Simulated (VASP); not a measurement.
A run of VASP 6.6.1:

File INCAR:

```
PREC = Accurate
ENCUT = 520
EDIFF = 1E-6
ISMEAR = -1
SIGMA = 0.1
LREAL = F
LASPH = T
NELM = 60
ALGO = Normal
ISIF = 2
LWAVE = F
LCHARG = F
NBANDS = 43
```

The input KPOINTS:

```
Automatic mesh
0
Gamma
  10 10 2
```

File POSCAR:

```
Nb2AlC
1.0
    3.0588261955      0.0000000000      0.0000000000
   -1.5294130977      2.6490212448      0.0000000000
    0.0000000000      0.0000000000     13.6535358360
Al Nb C
2 4 2
Direct
    0.3333333333      0.6666666667      0.7500000000
    0.6666666667      0.3333333333      0.2500000000
    0.3333333333      0.6666666667      0.0897490000
    0.6666666667      0.3333333333      0.5897490000
    0.6666666667      0.3333333333      0.9102510000
    0.3333333333      0.6666666667      0.4102510000
    0.0000000000      0.0000000000      0.0000000000
    0.0000000000      0.0000000000      0.5000000000
```

Potentials or basis: VASP PAW LDA potentials, release 64 (Al, Nb_sv, C).

The run is started by

```console
$ cat potpaw_LDA.64/Al/POTCAR potpaw_LDA.64/Nb_sv/POTCAR potpaw_LDA.64/C/POTCAR > POTCAR
$ mpirun -np 1 vasp_std > vasp.out
```

Hardware: 1 thread of Intel(R) Xeon(R) Platinum 8488C (Sapphire Rapids), with other jobs on the host.

Problem. Estimate the wall time of this run.

Solution. Wall time 2.4 min on 1 thread of Intel(R) Xeon(R) Platinum 8488C (Sapphire Rapids), with other jobs on the host, peak memory 0.25 GiB. Counts: scf iterations 14, k points 28.
